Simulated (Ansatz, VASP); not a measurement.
## BN in VASP and in Ansatz

INCAR

```
PREC     = Accurate       # precision mode
ENCUT    = 600            # plane-wave cutoff, eV
EDIFF    = 1E-6           # SCF threshold, eV
ISMEAR   = -1             # smearing method
SIGMA    = 0.05           # smearing width, eV
LREAL    = F              # projectors in reciprocal space
LASPH    = T              # aspherical terms in the spheres
NELM     = 100            # most SCF steps
ALGO     = Normal         # electronic algorithm
ISIF     = 3              # what is computed and relaxed
LWAVE    = F              # write WAVECAR
LCHARG   = F              # write CHGCAR
GGA      = CA             # functional
IBRION   = 2              # ionic algorithm
NSW      = 60             # ionic steps
EDIFFG   = -0.01          # ionic threshold
```

KPOINTS

```
Automatic mesh
0
Gamma
  12 12 4
```

Contents of POSCAR:

```
BN
1.0
    2.4982400000      0.0000000000      0.0000000000
   -1.2491200000      2.1635393048      0.0000000000
    0.0000000000      0.0000000000      6.6357000000
N B
2 2
Direct
    0.6666666667      0.3333333333      0.2500000000
    0.3333333333      0.6666666667      0.7500000000
    0.6666666667      0.3333333333      0.7500000000
    0.3333333333      0.6666666667      0.2500000000
```

The input input.yaml:

```yaml
crystal:
  lattice:
    - [2.49824, 0.0, 0.0]
    - [-1.24912, 2.1635393048, 0.0]
    - [0.0, 0.0, 6.6357]
  atoms:
    - { symbol: "N", position: [0.6666666667, 0.3333333333, 0.25] }
    - { symbol: "N", position: [0.3333333333, 0.6666666667, 0.75] }
    - { symbol: B, position: [0.6666666667, 0.3333333333, 0.75] }
    - { symbol: B, position: [0.3333333333, 0.6666666667, 0.25] }
hamiltonian:
  xc: lda
  pseudopotentials: { kind: paw }
kpoints:
  mp_grid: { grid: [12, 12, 4] }
scf:
  occupations: { method: fermi_dirac, width: 0.05 }
output:
  forces: true
  stress: true
relax:
  f_tol: 0.01
  max_steps: 40
  cell: { stress_tol: 0.05 }
```

Alike in both runs: task relaxation of cell and atoms; functional LDA; k mesh 12 × 12 × 4; occupations fermi-dirac, width 0.05 eV; no spin polarisation.

|  | VASP | Ansatz |
| --- | --- | --- |
| version | VASP 6.6.1 | Ansatz 0.2.0 |
| potentials or method | VASP PAW LDA potentials, release 64 (N, B) | Ansatz PAW |
| plane-wave cutoff (eV) | 600 | 420 |
| valence electrons in the cell | 16 | 16 |

Ansatz gave:

* relaxed volume (Å³/atom): 8.71
* relaxed length of the cell vector where the two differ most in proportion (Å): 6.495

**Question.** What did VASP give for the same quantities?

**Answer.** Relaxed volume (Å³/atom): 8.64; relaxed length of the cell vector where the two differ most in proportion (Å): 6.437.

LDA's correlation is that of Perdew and Zunger in VASP and of Perdew and Wang (1992) in Ansatz.

Noted on Ansatz's run: the plane-wave basis is chosen anew once the cell has moved, so the energies of steps on either side of that aren't comparable.
